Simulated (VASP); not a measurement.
# Ga8N7 (a cell with a defect) in VASP: a series of runs

Runs on Ga8N7 (a cell with a defect). Level: PBE. Tasks: single point.

Everything below comes from runs of VASP 6.6.1. Logs are shortened: lines on timing, memory, paths and dates and some standing lists are left out, and cuts for length are marked.

## Step 1: The cell of the first run

The cell holds a defect, 15 atoms: a = 5.243 Å, b = 6.437 Å, c = 6.437 Å, α = 120.00°, β = 90.00°, γ = 90.00°.

## Step 2: Single point, PBE (atoms taken out, then relaxed in part)

Input file INCAR:

```
ALGO = Normal
EDIFF = 1E-6
ENCUT = 520
GGA = PE
ISIF = 2
ISMEAR = 0
LASPH = True
LCHARG = False
LREAL = Auto
LWAVE = False
NBANDS = 82
NELECT = 138.0
NELM = 80
PREC = Accurate
SIGMA = 0.01
```

Input file KPOINTS:

```
k-points
0
Gamma
  3 3 3
```

Input file POSCAR:

```
Ga8N7
1.0
    0.0000000000      0.0000000000     -5.2430305161
    3.2184289158     -5.5744824027      0.0000000000
   -6.4368578316      0.0000000000      0.0000000000
Ga N
8 7
Direct
    0.0154541440      0.1663656664      0.3332448731
    0.0037963994      0.6679674654      0.3364842156
    0.0037874772      0.1631418223      0.8316446322
    0.0037742458      0.6679837163      0.8316552737
    0.5018465398      0.3349018486      0.1647091433
    0.5018276293      0.8291684283      0.1646980495
    0.5017977592      0.3350046254      0.6705433731
    0.5004847009      0.8330326843      0.6665968968
    0.6273207624      0.6668728465      0.3343417602
    0.6273143708      0.1652927895      0.8327403364
    0.6273022051      0.6669148860      0.8327501318
    0.1251460051      0.3327860711      0.1668270246
    0.1251438537      0.8335065175      0.1668345097
    0.1251343094      0.3328006085      0.6661163957
    0.1265184819      0.8330345203      0.6665983657
```

Potentials or basis: VASP PAW PBE potentials, release 64 (Ga_d, N).

Launch:

```console
> cat potpaw_PBE.64/Ga_d/POTCAR potpaw_PBE.64/N/POTCAR > POTCAR
> mpirun -np 1 vasp_std > vasp.out
```

OUTCAR:

```text
EDIFF = 1E-6
   ENCUT = 520
   GGA = PE
   ISIF = 2
   ISMEAR = 0
   LASPH = True
   LREAL = Auto
   NELECT = 138.0
   NELM = 80
   PREC = Accurate

 ion  position               nearest neighbor table
   1  0.015  0.166  0.333-  12 1.94  13 1.94  14 1.94
   2  0.004  0.668  0.336-  15 1.95  12 1.97  13 1.97   9 1.97
   3  0.004  0.163  0.832-  15 1.95  12 1.97  14 1.97  10 1.97
   4  0.004  0.668  0.832-  15 1.95  13 1.97  14 1.97  11 1.97
   5  0.502  0.335  0.165-  10 1.96   9 1.96  12 1.98
   6  0.502  0.829  0.165-   9 1.96  11 1.96  13 1.98
   7  0.502  0.335  0.671-  11 1.96  10 1.96  14 1.98
   8  0.500  0.833  0.667-  15 1.96   9 1.97  10 1.97  11 1.97
   9  0.627  0.667  0.334-   6 1.96   5 1.96   8 1.97   2 1.97
  10  0.627  0.165  0.833-   7 1.96   5 1.96   8 1.97   3 1.97
  11  0.627  0.667  0.833-   7 1.96   6 1.96   8 1.97   4 1.97
  12  0.125  0.333  0.167-   1 1.94   2 1.97   3 1.97   5 1.98
  13  0.125  0.834  0.167-   1 1.94   4 1.97   2 1.97   6 1.98
  14  0.125  0.333  0.666-   1 1.94   3 1.97   4 1.97   7 1.98
  15  0.127  0.833  0.667-   3 1.95   2 1.95   4 1.95   8 1.96

  LATTYP: Found a hexagonal cell.
 ALAT       =     6.4368578316
 C/A-ratio  =     0.8145325954

  Lattice vectors:

 A1 = (   3.2184289158,  -5.5744824027,   0.0000000000)
 A2 = (  -6.4368578316,   0.0000000000,   0.0000000000)
 A3 = (   0.0000000000,   0.0000000000,  -5.2430305161)

Analysis of symmetry for initial positions (statically):
=====================================================================
 Subroutine PRICEL returns:
 Original cell was already a primitive cell.

 Routine SETGRP: Setting up the symmetry group for a
 hexagonal supercell.

 Subroutine GETGRP returns: Found  1 space group operations
 (whereof  1 operations were pure point group operations)
 out of a pool of 24 trial point group operations.

The static configuration has the point symmetry C_1 .

Analysis of symmetry for dynamics (positions and initial velocities):
=====================================================================
 Subroutine PRICEL returns:
 Original cell was already a primitive cell.

 Routine SETGRP: Setting up the symmetry group for a
[... 132 lines left out ...]
   NELECT =     138.0000    total number of electrons
   NUPDOWN=      -1.0000    fix difference up-down
   EMIN   =  10.00;   EMAX   =-10.00  energy-range for DOS
   EFERMI =   0.00;   METHOD = LEGACY
   ISMEAR =     0;   SIGMA  =   0.01  broadening in eV -4-tet -1-fermi 0-gaus
   EFERMI_NEDOS =   21; number of points for ismear=-14 and -15
   IALGO  =     38    algorithm
   IMIX   =      4    mixing-type and parameters
     AMIX     =   0.40;   BMIX     =  1.00
     AMIX_MAG =   1.60;   BMIX_MAG =  1.00
  volume/ion in A,a.u.               =      12.54        84.64
  Fermi-wavevector in a.u.,A,eV,Ry     =   1.476435  2.790057 29.658788  2.179859
  Thomas-Fermi vector in A             =   2.590962
   LORBIT       =      0    0 simple, 1 ext, 2 COOP (PROOUT), +10 PAW based schemes
   GGA     = PE    functional components
   LHFCALC =     F    Hartree Fock is set to
   AEXX    =    0.0000 exact exchange contribution
   IVDW    =     0    specifies the selected vdW correction
   LEPSILON=     F    determine dielectric tensor
   LRPA    =     F    only Hartree local field effects (RPA)
 non-spin polarized calculation
 Gauss-broadening in eV      SIGMA  =   0.01
  energy-cutoff  :      520.00
  volume of cell :      188.13
 maximum number of plane-waves:      5076
 NGX is ok and might be reduce to    40
   NGX = 19   NGY = 23   NGZ = 23

 number of electron     137.9999963 magnetization

 Free energy of the ion-electron system (eV)
  ---------------------------------------------------
  ext. energy  EPLUGINS =         0.00000000
  ---------------------------------------------------
  free energy    TOTEN  =       -92.41291667 eV

  energy without entropy =      -92.41291667  energy(sigma->0) =      -92.41291667

 E-fermi :   5.1858     XC(G=0): -11.2425

 val. band max:        5.1106703186   @ k =   0.0000   0.3333   0.3333
 cond. band min:       6.5364442305   @ k =   0.0000   0.3333   0.3333
 fundamental gap:      1.4257739119
 Fermi energy:         5.1858168838

 k-point     1 :       0.0000    0.0000    0.0000
  band No.  band energies     occupation
      1     -10.9603      2.00000
      2     -10.3155      2.00000
      3     -10.3154      2.00000
      4     -10.3150      2.00000
      5     -10.1716      2.00000
      6     -10.1715      2.00000
[... 1165 lines left out ...]
     80      11.8335      0.00000
     81      12.0575      0.00000
 [bands above 81 left out]

------------------------ aborting loop because EDIFF is reached ----------------------------------------

  FORCE on cell =-STRESS in cart. coord.  units (eV):
  Direction    XX          YY          ZZ          XY          YZ          ZX
  --------------------------------------------------------------------------------------
  -------------------------------------------------------------------------------------
  Total      -10.8143500    -10.8129964    -10.9799662      0.0032103     -0.0010477     -0.0025220
  in kB      -92.0979899    -92.0864622    -93.5084230      0.0273394     -0.0089229     -0.0214782
  external PRESSURE =     -92.5642917 kB  Pullay stress =       0.0000000 kB

 VOLUME and BASIS-vectors are now :
 -----------------------------------------------------------------------------
  energy-cutoff  :      520.00
  volume of cell :      188.13
      direct lattice vectors                 reciprocal lattice vectors
     0.000000000  0.000000000 -5.243030516     0.000000000  0.000000000 -0.190729388
     3.218428916 -5.574482403  0.000000000     0.000000000 -0.179388852  0.000000000
    -6.436857832  0.000000000  0.000000000    -0.155355303 -0.089694426  0.000000000

 POSITION                                       TOTAL-FORCE (eV/Angst)
 -----------------------------------------------------------------------------------
     -1.60961     -0.92740     -0.08103        -0.001173     -0.000372      0.003798
     -0.01610     -3.72357     -0.01990        -0.000827     -0.001037     -0.005453
     -4.82812     -0.90943     -0.01986        -0.000086      0.000960     -0.005669
     -3.20339     -3.72366     -0.01979         0.001169     -0.000876     -0.007001
      0.01765     -1.86690     -2.63120        -0.002261      0.000259     -0.002893
      1.60848     -4.62218     -2.63110         0.000655     -0.003401     -0.002329
     -3.23800     -1.86748     -2.63094         0.003385      0.002287     -0.002946
     -1.60973     -4.64373     -2.62406        -0.000381      0.000395     -0.000532
     -0.00583     -3.71747     -3.28906        -0.004026     -0.002718     -0.001759
     -4.82825     -0.92142     -3.28903        -0.000179      0.004977     -0.001879
     -3.21388     -3.71771     -3.28896         0.004409     -0.002568     -0.002716
     -0.00279     -1.85511     -0.65614        -0.003620      0.002430      0.010416
      1.60869     -4.64637     -0.65613        -0.000664     -0.003882      0.011148
     -3.21660     -1.85519     -0.65608         0.003610      0.003044      0.011619
     -1.60974     -4.64374     -0.66334        -0.000012      0.000502     -0.003804
 -----------------------------------------------------------------------------------
    total drift:                               -0.000647     -0.000268      0.001770

  FREE ENERGIE OF THE ION-ELECTRON SYSTEM (eV)
  ---------------------------------------------------
  free  energy   TOTEN  =       -92.4129166731 eV

  energy  without entropy=      -92.4129166731  energy(sigma->0) =      -92.41291667
```

OSZICAR:

```text
N       E                     dE             d eps       ncg     rms          rms(c)
DAV:   1     0.190691108552E+04    0.19069E+04   -0.58026E+04  2496   0.310E+03
DAV:   2     0.383914155846E+03   -0.15230E+04   -0.14591E+04  2296   0.868E+02
DAV:   3    -0.518402921005E+02   -0.43575E+03   -0.41600E+03  2842   0.280E+02
DAV:   4    -0.102003130518E+03   -0.50163E+02   -0.49145E+02  2604   0.970E+01
DAV:   5    -0.106315843733E+03   -0.43127E+01   -0.42880E+01  3456   0.289E+01    0.203E+01
DAV:   6    -0.917033365269E+02    0.14613E+02   -0.56307E+01  4032   0.611E+01    0.574E+00
DAV:   7    -0.925192156307E+02   -0.81588E+00   -0.99221E+00  2624   0.138E+01    0.512E+00
DAV:   8    -0.924702988612E+02    0.48917E-01   -0.15531E+00  3400   0.195E+01    0.160E+00
DAV:   9    -0.924133518375E+02    0.56947E-01   -0.38145E-01  3392   0.657E+00    0.844E-01
DAV:  10    -0.924120751205E+02    0.12767E-02   -0.79416E-02  3176   0.199E+00    0.349E-01
DAV:  11    -0.924116944837E+02    0.38064E-03   -0.14350E-02  3528   0.249E+00    0.658E-02
DAV:  12    -0.924127634478E+02   -0.10690E-02   -0.10641E-02  2584   0.897E-01    0.898E-02
DAV:  13    -0.924129049770E+02   -0.14153E-03   -0.22303E-03  2648   0.381E-01    0.601E-02
DAV:  14    -0.924129296526E+02   -0.24676E-04   -0.19663E-04  2976   0.257E-01    0.492E-02
DAV:  15    -0.924129143598E+02    0.15293E-04   -0.13361E-04  4144   0.143E-01    0.214E-02
DAV:  16    -0.924129148399E+02   -0.48008E-06   -0.59039E-05  3872   0.686E-02    0.589E-03
DAV:  17    -0.924129166674E+02   -0.18275E-05   -0.26028E-05  2800   0.503E-02    0.221E-03
DAV:  18    -0.924129166731E+02   -0.57044E-08   -0.25591E-06  1832   0.303E-02
   1 F= -.92412917E+02 E0= -.92412917E+02  d E =-.124869E-27
```

stdout:

```text
POSCAR found type information on POSCAR GaN
 POSCAR found :  2 types and      15 ions
 scaLAPACK will be used
 LDA part: xc-table for (Slater+PW92), standard interpolation
 POSCAR, INCAR and KPOINTS ok, starting setup
 FFT: planning ... GRIDC
 FFT: planning ... GRID_SOFT
 FFT: planning ... GRID
 WAVECAR not read
 entering main loop
 the old and the new charge density differ
 old charge density:   139.00000 new  138.00000
    0.203E+01
```

Wall time 5.5 min (1 thread of Intel Xeon Platinum 8375C at 2.90GHz (Ice Lake), shared host); peak memory 0.36 GiB.

What came out:

| Property | Result |
| --- | --- |
| Free energy | -92.4129 eV |
| Largest force | 0.013 eV/Å |

Forces on the atoms (eV/Å):
```
Ga  -0.001  0.000  0.004
Ga  -0.001 -0.001 -0.005
Ga   0.000  0.001 -0.006
Ga   0.001 -0.001 -0.007
Ga  -0.002  0.000 -0.003
Ga   0.001 -0.003 -0.002
Ga   0.003  0.002 -0.003
Ga   0.000  0.000 -0.001
N   -0.004 -0.003 -0.002
N    0.000  0.005 -0.002
N    0.004 -0.003 -0.003
N   -0.004  0.002  0.010
N   -0.001 -0.004  0.011
N    0.004  0.003  0.012
N    0.000  0.001 -0.004
```

Levels at points of the mesh, in eV from the Fermi level:
```
           k point  band 66  band 67  band 68  band 69  band 70  band 71  band 72  band 73
(0.00, 0.00, 0.00)    -1.52    -1.24    -0.78    -0.78     2.14     2.64     3.47     3.47
```

Caveat: the cell carries a net charge on a neutralising background, which shifts energy and pressure; the cell differs from its parent crystal (atoms taken out, then relaxed in part); the cell is charged against a uniform background, so pressure and absolute levels hang on convention.

## Step 3: Single point, PBE, collinear spin (atoms taken out, then relaxed in part)

Input file INCAR:

```
ALGO = Normal
EDIFF = 1E-6
ENCUT = 520
GGA = PE
ISIF = 2
ISMEAR = 0
ISPIN = 2
LASPH = T
LCHARG = F
LORBIT = 11
LREAL = Auto
LWAVE = F
MAGMOM = 0.75 0 0 0 0.75 0.75 0.75 0 0 0 0 0 0 0 0
NBANDS = 86
NELM = 150
PREC = Accurate
SIGMA = 0.01
```

KPOINTS is that of step 2.

Input file POSCAR:

```
Ga8N7
1.0
    0.0000000000      0.0000000000     -5.2430305161
    3.2184289158     -5.5744824027      0.0000000000
   -6.4368578316      0.0000000000      0.0000000000
Ga N
8 7
Direct
   -0.0122482286      0.1649759164      0.3334955228
    0.0038545018      0.6668564241      0.3351503722
    0.0028661555      0.1657322486      0.8339356788
    0.0038039834      0.6668657805      0.8338391809
    0.5067894029      0.3309726926      0.1722928964
    0.5098539239      0.8405225295      0.1713997053
    0.5066532550      0.3309381378      0.6608569344
    0.5024595926      0.8337959348      0.6679782465
    0.6267726652      0.6671133453      0.3354355744
    0.6256397280      0.1668872302      0.8345289781
    0.6267008311      0.6671200808      0.8338726121
    0.1241185409      0.3315960629      0.1687413826
    0.1266594673      0.8349049248      0.1685125040
    0.1239676980      0.3315767858      0.6649303494
    0.1262396809      0.8333558438      0.6677533490
```

Potentials or basis: VASP PAW PBE potentials, release 64 (Ga_d, N).

Launch:

```console
> cat potpaw_PBE.64/Ga_d/POTCAR potpaw_PBE.64/N/POTCAR > POTCAR
> mpirun -np 1 vasp_std > vasp.out
```

It took 12 min on 1 thread of Oxide Virtual Turin-like, shared host; peak memory 0.49 GiB.

The run converged. Its results:

```
Free energy                                           : -85.5810 eV
Pressure                                              : -0.1 GPa
Largest force                                         : 0.013 eV/Å
Net moment                                            : 0.26 μB per cell
Site moments                                          : Ga +0.01, +0.00, +0.03, +0.04, -0.00 (each value once); N +0.01, +0.00 (each value once) μB
Valence electrons inside the program's atomic spheres : Ga 11.68, 11.80, 11.81 (each value once); N 3.71, 3.70, 3.73 (each value once)
```

Forces in eV/Å, atoms in the order of the input:
```
Ga   0.001  0.000  0.010
Ga  -0.001  0.000 -0.011
Ga   0.000  0.000 -0.008
Ga   0.000  0.000 -0.009
Ga  -0.010  0.005  0.000
Ga  -0.001 -0.012  0.006
Ga   0.009  0.007  0.001
Ga   0.000  0.000  0.005
N   -0.004 -0.004 -0.001
N    0.002  0.006 -0.001
N    0.005 -0.001 -0.003
N    0.003 -0.001  0.005
N    0.001  0.005  0.003
N   -0.005 -0.004  0.002
N    0.000  0.000  0.001
```

Stress tensor (GPa, compression positive):
```
 0.33 -0.01 -0.01
-0.01  0.75 -0.23
-0.01 -0.23 -1.43
```

Levels at points of the mesh, in eV from the Fermi level:
Spin up:
| k point | band 67 | band 68 | band 69 | band 70 | band 71 | band 72 | band 73 | band 74 |
| --- | --- | --- | --- | --- | --- | --- | --- | --- |
| (0.00, 0.00, 0.00) | -3.02 | -2.56 | -2.56 | 0.38 | 0.70 | 1.56 | 1.59 | 2.20 |
Spin down:
```csv
k point,band 67,band 68,band 69,band 70,band 71,band 72
"(0.00, 0.00, 0.00)",-3.00,-2.55,-2.55,0.41,0.74,1.65
```

Caveat: the k points lie up to 0.40 Å⁻¹ apart; the cell differs from its parent crystal (atoms taken out, then relaxed in part).
